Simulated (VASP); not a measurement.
Runs of VASP 6.6.1 on Mo. The structure is that of space group Im-3m (No. 229), or close to it. The cells are those of the table. 

```csv
task,cell,k mesh,cutoff (eV),smearing,gap on the mesh (eV),pressure (GPa),relaxed volume (Å³/atom)
single point,"a = 2.750 Å, angles 109.5°, 1 atom",16 × 16 × 16,520,fermi-dirac 0.15 eV,none,0.5,-
single point,"a = 2.749 Å, angles 109.5°, 1 atom",16 × 16 × 16,520,gaussian 0.1 eV,none,0.5,-
single point,"a = 2.743 Å, angles 109.5°, 1 atom",8 × 8 × 8,520,gaussian 0.1 eV,none,2.9,-
relaxation of cell and atoms,"relaxed from a = 2.743 Å, angles 109.5°, 1 atom",16 × 16 × 16,600,gaussian 0.1 eV,none,0.0,(a)
relaxation of cell and atoms,"relaxed from a = 2.749 Å, angles 109.5°, 1 atom",16 × 16 × 16,600,fermi-dirac 0.15 eV,none,0.0,16.03
```

Alike in all rows: level RPBE; potentials or basis VASP PAW PBE potentials, release 64 (Mo_sv); no spin polarisation.

Question: Estimate the missing entries.

Answer: (a) 16.01.

Caveats: the PAW data sets were made with another functional, which shifts forces and pressure a little.

A k mesh can miss the band edges, and the runs leave out spin-orbit coupling on Mo.

A gap of «none» marks levels without a gap at the run's occupations.
